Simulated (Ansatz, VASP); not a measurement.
**One calculation of ZnSe, two programs**

File INCAR:

```
SYSTEM = ZnSe
  ALGO = Normal
  EDIFF = 1E-6
  ENCUT = 520
  GGA = PS
  ISIF = 2
  ISMEAR = 0
  LASPH = .TRUE.
  LCHARG = .FALSE.
  LREAL = .FALSE.
  LWAVE = .FALSE.
  NBANDS = 26
  NELM = 80
  PREC = Accurate
  SIGMA = 0.02
```

KPOINTS

```
k-points
0
G
  8 8 6
  0 0 0
```

The input POSCAR:

```
ZnSe
1.0
    2.8166236776      2.8166236776      0.0000000000
   -2.8166236776      2.8166236776      0.0000000000
    0.0000000000      0.0000000000      5.6332473552
Zn Se
2 2
Direct
    0.0000000000      0.0000000000      0.0000000000
    0.5000000000      0.5000000000      0.5000000000
    0.5000000000      0.0000000000      0.2500000000
    0.0000000000      0.5000000000      0.7500000000
```

Input for Ansatz:

```yaml
crystal:
  lattice:
    - [2.8166236696, 2.8166236696, 0.0]
    - [-2.8166236696, 2.8166236696, 0.0]
    - [0.0, 0.0, 5.6332473391]
  atoms:
    - { symbol: Zn, position: [0.0, 0.0, 0.0] }
    - { symbol: Zn, position: [0.5, 0.5, 0.5] }
    - { symbol: Se, position: [0.5, 0.0, 0.25] }
    - { symbol: Se, position: [0.0, 0.5, 0.75] }
basis:
  ecutwfc: 420
kpoints:
  mp_grid: { grid: [8, 8, 6] }
  band_path: { path: [VBM, CBM], npoints: 2 }
hamiltonian:
  xc: pbesol
scf:
  occupations: { method: gaussian, width: 0.02 }
output:
  forces: true
  stress: true
  eigenvalues: true
checkpoint:
  read: start.run
  write: ck
  compress: false
  write_wavefunctions: false
  write_every: 100000
```

Alike in both runs: task single point; functional PBEsol; k mesh 8 × 8 × 6; occupations gaussian, width 0.02 eV; no spin polarisation.

|  | VASP | Ansatz |
| --- | --- | --- |
| version | VASP 6.6.1 | Ansatz 0.2.0 |
| potentials or method | VASP PAW PBE potentials, release 64 (Zn, Se), cutoff 520 eV | scalar-relativistic, plane waves, PAW |
| valence electrons in the cell | 36 | 56 |

```csv
,VASP,Ansatz,Ansatz less VASP
gap on the k mesh at the Fermi level (eV),1.24,1.24,-0.004
least direct gap on the mesh (eV),1.24,1.24,-0.004
pressure (GPa),0.3,0.0,-0.30
```

VASP's potentials were made for PBE, not for PBEsol. VASP's potentials hold 36 valence electrons a cell and Ansatz's 56, so a difference there can come from the potentials and not from the codes.
